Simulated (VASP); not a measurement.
# Ti6C in VASP: further runs

The runs below take Ti6C through single point, with PBE.

All numbers are computed with VASP 6.6.1; they aren't measurements. Logs are shortened: lines on timing, memory, paths and dates and some standing lists are left out, and cuts for length are marked.

## 1. The cell of the first run

The cell holds a slab with vacuum, 7 atoms: a = 2.832 Å, b = 4.579 Å, c = 22.051 Å, α = 90.00°, β = 90.00°, γ = 90.00°.

## 2. Single point, PBE

INCAR

```
SYSTEM = Ti6C
PREC = Accurate ; ENCUT = 520
EDIFF = 1E-6 ; ISMEAR = 0
SIGMA = 0.1 ; LREAL = .FALSE.
LASPH = .TRUE. ; NELM = 80
ALGO = Normal ; ISIF = 2
LWAVE = .FALSE. ; LCHARG = .TRUE.
LDIPOL = .TRUE. ; IDIPOL = 3
DIPOL = 0.5 0.5 0.355 ; GGA = PE
LELF = .TRUE. ; LVHAR = .TRUE.
LVACPOTAV = .TRUE. ; NBANDS = 47
```

KPOINTS

```
regular mesh
0
G
  9 6 1
  0 0 0
```

POSCAR

```
Ti6C
1.0
    2.8319727860      0.0000000000      0.0000000000
    0.0000000000      4.5793473380      0.0000000000
    0.0000000000      0.0000000000     22.0506909065
Ti C
6 1
Direct
    0.5000000000      0.0000000000      0.1814002118
    0.0000000000      0.5000000000      0.2413504290
    0.5000000000      0.0000000000      0.3013006462
    0.5000000000      0.5000000000      0.3625816208
    0.0000000000      0.0000000000      0.4208167734
    0.5000000000      0.5000000000      0.4784743912
    0.8333333333      0.8000000000      0.4989071494
```

Potentials or basis: VASP PAW PBE potentials, release 64 (Ti_sv, C).

Launch:

```
$ cat potpaw_PBE.64/Ti_sv/POTCAR potpaw_PBE.64/C/POTCAR > POTCAR
$ mpirun -np 1 vasp_std > vasp.out
```

OUTCAR:

```text
SYSTEM = Ti6C
   PREC = Accurate
   ENCUT = 520
   EDIFF = 1E-6
   ISMEAR = 0
   LREAL = .FALSE.
   LASPH = .TRUE.
   NELM = 80
   ISIF = 2
   GGA = PE

 ion  position               nearest neighbor table
   1  0.500  0.000  0.181-   3 2.64
   2  0.000  0.500  0.241-
   3  0.500  0.000  0.301-   1 2.64   4 2.66   4 2.66
   4  0.500  0.500  0.363-   6 2.56   3 2.66   3 2.66
   5  0.000  0.000  0.421-   7 2.01
   6  0.500  0.500  0.478-   7 1.73   7 2.38   4 2.56
   7  0.833  0.800  0.499-   6 1.73   5 2.01   6 2.38

  LATTYP: Found a simple orthorhombic cell.
 ALAT       =     2.8319727860
 B/A-ratio  =     1.6170167173
 C/A-ratio  =     7.7863357358

  Lattice vectors:

 A1 = (   2.8319727860,   0.0000000000,   0.0000000000)
 A2 = (   0.0000000000,   4.5793473380,   0.0000000000)
 A3 = (   0.0000000000,   0.0000000000,  22.0506909065)

Analysis of symmetry for initial positions (statically):
=====================================================================
 Subroutine PRICEL returns:
 Original cell was already a primitive cell.

 Routine SETGRP: Setting up the symmetry group for a
 simple orthorhombic supercell.

 Subroutine GETGRP returns: Found  1 space group operations
 (whereof  1 operations were pure point group operations)
 out of a pool of  8 trial point group operations.

The static configuration has the point symmetry C_1 .

Analysis of symmetry for dynamics (positions and initial velocities):
=====================================================================
 Subroutine PRICEL returns:
 Original cell was already a primitive cell.

 Routine SETGRP: Setting up the symmetry group for a
 simple orthorhombic supercell.

 Subroutine GETGRP returns: Found  1 space group operations
 (whereof  1 operations were pure point group operations)
 out of a pool of  8 trial point group operations.

The dynamic configuration has the point symmetry C_1 .

 Subroutine INISYM returns: Found  1 space group operations
 (whereof  1 operations are pure point group operations),
 and found     1 'primitive' translations

----------------------------------------------------------------------------------------

                                     Primitive cell

  volume of cell :     285.9663

  direct lattice vectors                    reciprocal lattice vectors
     2.831972786  0.000000000  0.000000000     0.353110738  0.000000000  0.000000000
     0.000000000  4.579347338  0.000000000     0.000000000  0.218371730  0.000000000
     0.000000000  0.000000000 22.050690907     0.000000000  0.000000000  0.045350053

  length of vectors
     2.831972786  4.579347338 22.050690907     0.353110738  0.218371730  0.045350053

  position of ions in fractional coordinates (direct lattice)
     0.500000000  0.000000000  0.181400212
     0.000000000  0.500000000  0.241350429
     0.500000000  0.000000000  0.301300646
     0.500000000  0.500000000  0.362581621
     0.000000000  0.000000000  0.420816773
     0.500000000  0.500000000  0.478474391
     0.833333333  0.800000000  0.498907149

  ion indices of the primitive-cell ions
   primitive index   ion index
                 1           1
                 2           2
                 3           3
                 4           4
                 5           5
                 6           6
                 7           7

----------------------------------------------------------------------------------------

 KPOINTS: regular mesh

Automatic generation of k-mesh.
 Grid dimensions read from file:
 generate k-points for:    9    6    1

 Generating k-lattice:

  Cartesian coordinates                     Fractional coordinates (reciprocal lattice)
     0.039234526  0.000000000  0.000000000     0.111111111  0.000000000  0.000000000
     0.000000000  0.036395288  0.000000000     0.000000000  0.166666667  0.000000000
     0.000000000  0.000000000  0.045350053     0.000000000  0.000000000  1.000000000

  Length of vectors
     0.039234526  0.036395288  0.045350053

  Shift w.r.t. Gamma in fractional coordinates (k-lattice)
     0.000000000  0.000000000  0.000000000

 Subroutine IBZKPT returns following result:
 ===========================================

 Found     28 irreducible k-points:

 Following reciprocal coordinates:
            Coordinates               Weight
  0.000000  0.000000  0.000000      1.000000
  0.111111  0.000000  0.000000      2.000000
  0.222222  0.000000  0.000000      2.000000
  0.333333  0.000000  0.000000      2.000000
  0.444444  0.000000  0.000000      2.000000
  0.000000  0.166667  0.000000      2.000000
[... 16 lines left out ...]
  0.444444 -0.333333  0.000000      2.000000
  0.000000  0.500000  0.000000      1.000000
 [... further k-points ...]
   k-points           NKPTS =     28   k-points in BZ     NKDIM =     28   number of bands    NBANDS=     47
   number of dos      NEDOS =    301   number of ions     NIONS =      7
   total plane-waves  NPLWV = 145152
   dimension x,y,z NGX =    24 NGY =   36 NGZ =  168
   dimension x,y,z NGXF=    48 NGYF=   72 NGZF=  336
   ions per type =               6   1
   NGX,Y,Z   is equivalent  to a cutoff of  14.09, 13.07, 12.67 a.u.
   NGXF,Y,Z  is equivalent  to a cutoff of  28.18, 26.14, 25.33 a.u.
 SYSTEM =  Ti6C
   PREC   = accura    normal or accurate (medium, high low for compatibility)
   ISTART =      0    job   : 0-new  1-cont  2-samecut
   ICHARG =      2    charge: 1-file 2-atom 10-const
   ISPIN  =      1    spin polarized calculation?
   LNONCOLLINEAR =      F non collinear calculations
   LSORBIT =      F    spin-orbit coupling
   LASPH  =      T    aspherical Exc in radial PAW
   ENCUT  =  520.0 eV  38.22 Ry    6.18 a.u.   5.27  8.51 41.00*2*pi/ulx,y,z
   NELM   =     80;   NELMIN=  2; NELMDL= -5     # of ELM steps
   EDIFF  = 0.1E-05   stopping-criterion for ELM
   LREAL  =      F    real-space projection
[... 7 lines left out ...]
   TEBEG  =    0.0;   TEEND  =   0.0 temperature during run
   PSTRESS=    0.0 pullay stress
   NELECT =      76.0000    total number of electrons
   NUPDOWN=      -1.0000    fix difference up-down
   EMIN   =  10.00;   EMAX   =-10.00  energy-range for DOS
   EFERMI =   0.00;   METHOD = LEGACY
   ISMEAR =     0;   SIGMA  =   0.10  broadening in eV -4-tet -1-fermi 0-gaus
   EFERMI_NEDOS =   21; number of points for ismear=-14 and -15
   IALGO  =     38    algorithm
   IMIX   =      4    mixing-type and parameters
     AMIX     =   0.40;   BMIX     =  1.00
     AMIX_MAG =   1.60;   BMIX_MAG =  1.00
  volume/ion in A,a.u.               =      40.85       275.69
  Fermi-wavevector in a.u.,A,eV,Ry     =   1.052546  1.989023 15.073256  1.107853
  Thomas-Fermi vector in A             =   2.187633
   LORBIT       =      0    0 simple, 1 ext, 2 COOP (PROOUT), +10 PAW based schemes
   GGA     = PE    functional components
   LHFCALC =     F    Hartree Fock is set to
   AEXX    =    0.0000 exact exchange contribution
   IVDW    =     0    specifies the selected vdW correction
   LEPSILON=     F    determine dielectric tensor
   LRPA    =     F    only Hartree local field effects (RPA)
 non-spin polarized calculation
 Gauss-broadening in eV      SIGMA  =   0.10
  energy-cutoff  :      520.00
  volume of cell :      285.97
 maximum number of plane-waves:      7748
 NGX is ok and might be reduce to    24
   NGX = 11   NGY = 17   NGZ = 81

 dipolmoment           0.000000      0.000000     -0.340164 electrons x Angstroem

 number of electron      76.0000000 magnetization

 dipolmoment           0.000000      0.000000      0.106047 electrons x Angstroem

 Free energy of the ion-electron system (eV)
  ---------------------------------------------------
  ext. energy  EPLUGINS =         0.00000000
  ---------------------------------------------------
  free energy    TOTEN  =       -51.58121359 eV

  energy without entropy =      -51.54824305  energy(sigma->0) =      -51.56472832

 E-fermi :   0.6324     XC(G=0):  -5.3188

 val. band max:        0.6286471752   @ k =   0.2222   0.3333   0.0000
 cond. band min:       0.6379607497   @ k =   0.0000   0.3333   0.0000
 fundamental gap:      0.0093135745
 Fermi energy:         0.6324112063

 k-point     1 :       0.0000    0.0000    0.0000
  band No.  band energies     occupation
      1     -56.3132      2.00000
      2     -56.2078      2.00000
      3     -55.9573      2.00000
      4     -55.8924      2.00000
      5     -55.8099      2.00000
      6     -55.7493      2.00000
[... 39 lines left out ...]
     46       2.1947      0.00000
     47       2.3461      0.00000

 k-point     2 :       0.1111    0.0000    0.0000
  band No.  band energies     occupation
      1     -56.3060      2.00000
      2     -56.2022      2.00000
      3     -55.9497      2.00000
      4     -55.8855      2.00000
      5     -55.8053      2.00000
      6     -55.7429      2.00000
[... 39 lines left out ...]
     46       2.0118      0.00000
     47       2.3100      0.00000

 k-point     3 :       0.2222    0.0000    0.0000
  band No.  band energies     occupation
      1     -56.2875      2.00000
      2     -56.1881      2.00000
      3     -55.9303      2.00000
      4     -55.8678      2.00000
      5     -55.7937      2.00000
      6     -55.7267      2.00000
[... 39 lines left out ...]
     46       2.0352      0.00000
     47       2.3585      0.00000

 k-point     4 :       0.3333    0.0000    0.0000
  band No.  band energies     occupation
      1     -56.2664      2.00000
      2     -56.1721      2.00000
      3     -55.9082      2.00000
      4     -55.8468      2.00000
      5     -55.7813      2.00000
      6     -55.7082      2.00000
[... 939 lines left out ...]
     46       2.0965      0.00000
     47       2.2138      0.00000

 k-point    23 :       0.4444   -0.3333    0.0000
  band No.  band energies     occupation
      1     -56.2521      2.00000
      2     -56.1618      2.00000
      3     -55.8781      2.00000
      4     -55.8321      2.00000
      5     -55.7833      2.00000
      6     -55.7027      2.00000
[... 39 lines left out ...]
     46       2.1539      0.00000
     47       2.1718      0.00000

 k-point    24 :       0.0000    0.5000    0.0000
  band No.  band energies     occupation
      1     -56.3042      2.00000
      2     -56.2142      2.00000
      3     -55.9293      2.00000
      4     -55.8807      2.00000
      5     -55.8435      2.00000
      6     -55.7587      2.00000
[... 39 lines left out ...]
     46       1.9753      0.00000
     47       2.1046      0.00000

 [... further k-points ...]

------------------------ aborting loop because EDIFF is reached ----------------------------------------

  FORCE on cell =-STRESS in cart. coord.  units (eV):
  Direction    XX          YY          ZZ          XY          YZ          ZX
  --------------------------------------------------------------------------------------
  -------------------------------------------------------------------------------------
  Total        1.8271390     -1.3614815      1.2458885      4.2124480      2.6487338      0.6106386
  in kB       10.2368728     -7.6279436      6.9803130     23.6009929     14.8400046      3.4212118
  external PRESSURE =       3.1964141 kB  Pullay stress =       0.0000000 kB

 VOLUME and BASIS-vectors are now :
 -----------------------------------------------------------------------------
  energy-cutoff  :      520.00
  volume of cell :      285.97
      direct lattice vectors                 reciprocal lattice vectors
     2.831972786  0.000000000  0.000000000     0.353110738  0.000000000  0.000000000
     0.000000000  4.579347338  0.000000000     0.000000000  0.218371730  0.000000000
     0.000000000  0.000000000 22.050690907     0.000000000  0.000000000  0.045350053

 POSITION                                       TOTAL-FORCE (eV/Angst)
 -----------------------------------------------------------------------------------
      1.41599      0.00000      4.00000        -0.014418      0.070485      0.325236
      0.00000      2.28967      5.32194         0.018553     -0.095197      0.160078
      1.41599      0.00000      6.64389        -0.013194      0.007258     -0.434595
      1.41599      2.28967      7.99518         0.000833     -0.174256     -1.026076
      0.00000      0.00000      9.27930         0.388032     -0.641281      0.068797
      1.41599      2.28967     10.55069        -2.726496     -2.232634      0.875626
      2.35998      3.66348     11.00125         2.346690      3.065625      0.030935
 -----------------------------------------------------------------------------------
    total drift:                               -0.000036      0.000012      0.000043

  FREE ENERGIE OF THE ION-ELECTRON SYSTEM (eV)
  ---------------------------------------------------
  free  energy   TOTEN  =       -51.5812135937 eV

  energy  without entropy=      -51.5482430481  energy(sigma->0) =      -51.56472832

 vacuum level on the upper side and lower side of the slab         5.525         4.045
```

Run time: 22 min. Hardware: 1 thread of Intel Xeon 8259CL, shared host; peak memory 0.53 GiB.

What came out:

- Free energy: -51.5812 eV
- Largest force: 3.861 eV/Å
- Band gap on the k mesh: zero (bands 38 and 39 overlap by 0.26 eV)

Forces in eV/Å, atoms in the order of the input:
```
Ti  -0.014  0.070  0.325
Ti   0.019 -0.095  0.160
Ti  -0.013  0.007 -0.435
Ti   0.001 -0.174 -1.026
Ti   0.388 -0.641  0.069
Ti  -2.726 -2.233  0.876
C    2.347  3.066  0.031
```

Levels at points of the mesh, in eV from the Fermi level:
| k point | band 35 | band 36 | band 37 | band 38 | band 39 | band 40 | band 41 | band 42 |
| --- | --- | --- | --- | --- | --- | --- | --- | --- |
| (0.00, 0.00, 0.00) | -0.58 | -0.42 | -0.30 | -0.10 | 0.11 | 0.18 | 0.35 | 0.64 |
| (0.00, 0.50, 0.00) | -0.44 | -0.41 | -0.25 | -0.21 | 0.17 | 0.29 | 0.45 | 0.60 |

(Part 1 of 2 ends here.)
